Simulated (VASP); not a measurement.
Input of a VASP 6.6.1 run:

The input INCAR:

```
ALGO = Normal ; EDIFF = 1E-6
ENCUT = 520 ; GGA = PS
ISIF = 2 ; ISMEAR = -1
ISPIN = 2 ; LASPH = True
LCHARG = False ; LMAXMIX = 4
LORBIT = 11 ; LREAL = False
LWAVE = False ; MAGMOM = 2 2 0 0
NBANDS = 27 ; NELM = 150
PREC = Accurate ; SIGMA = 0.05
```

KPOINTS

```
k-points
0
Gamma
  10 10 5
```

POSCAR

```
CoO
1.0
    3.1976457435      0.0000000000      0.0000000000
   -1.5988228718      2.7692424462      0.0000000000
    0.0000000000      0.0000000000      5.2287097100
Co O
2 2
Direct
    0.3360110000      0.6774830000      0.4959470000
    0.0116800000      0.0069190000      0.0012790000
    0.3425860000      0.6630980000      0.8624600000
   -0.0158960000     -0.0233000000      0.3705840000
```

Potentials or basis: VASP PAW PBE potentials, release 64 (Co, O).

The run is started by

```sh
$ cat potpaw_PBE.64/Co/POTCAR potpaw_PBE.64/O/POTCAR > POTCAR
$ mpirun -np 1 vasp_std > vasp.out
```

Task: What does it give for the net moment?

Result: 5.77 μB per cell.

Task: What does it give for the largest force?

Result: 0.477 eV/Å.

Task: Estimate the site moments.

Result: Co +2.46, +2.47; O +0.33, +0.32 μB.

Stress tensor (GPa, compression positive):
```
-7.17  0.51 -0.02
 0.51 -9.79 -0.99
-0.02 -0.99 -5.23
```

Caveat: the cell differs from its parent crystal (atoms moved at random); the cell stands under tension; the PAW data sets were made with another functional, which shifts forces and pressure a little.
